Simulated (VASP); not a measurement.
Write the native input for VASP 6.6.1 that does the following.

| Quantity | Value |
| --- | --- |
| Task | single point |
| Functional | PBEsol |
| Potentials or basis | VASP PAW PBE potentials, release 64 (Sn_d, Te) |
| Cutoff | 520 eV |
| k mesh | 10 × 10 × 10 |
| Occupations | gaussian, width 0.03 eV |
| Spin | no spin polarisation |
| Dipole correction | no |
| Further INCAR settings | ALGO = Normal; EDIFF = 1e-07; NBANDS = 17 |

The structure of SnTe lies in POSCAR:

```
SnTe
1.0
    0.0000000000      3.1565000000      3.1565000000
    3.1565000000      0.0000000000      3.1565000000
    3.1565000000      3.1565000000      0.0000000000
Sn Te
1 1
Direct
    0.0000000000      0.0000000000      0.0000000000
    0.5000000000      0.5000000000      0.5000000000
```

These files were run (other wordings do the same):

INCAR

```
SYSTEM = SnTe
ALGO = Normal
EDIFF = 1E-7
ENCUT = 520
GGA = PS
ISIF = 2
ISMEAR = 0
LASPH = .True.
LCHARG = .False.
LREAL = .False.
LWAVE = .False.
NBANDS = 17
NELM = 80
PREC = Accurate
SIGMA = 0.03
```

KPOINTS

```
k-points
0
Gamma
  10 10 10
  0 0 0
```

Potentials or basis: VASP PAW PBE potentials, release 64 (Sn_d, Te).

Launch:

```bash
$ cat potpaw_PBE.64/Sn_d/POTCAR potpaw_PBE.64/Te/POTCAR > POTCAR
$ mpirun -np 1 vasp_std > vasp.out
```

Results of the run:

```
Pressure               : -0.5 GPa
Band gap on the k mesh : 0.13 eV, direct
```

Caveat: the PAW data sets were made with another functional, which shifts forces and pressure a little; spin-orbit coupling is left out, which moves the levels of the heavy elements.

Run time: 87 s on 1 thread of Intel(R) Xeon(R) Platinum 8259CL CPU @ 2.50GHz (Skylake/Cascade Lake), on a shared host, peak memory 0.22 GiB.
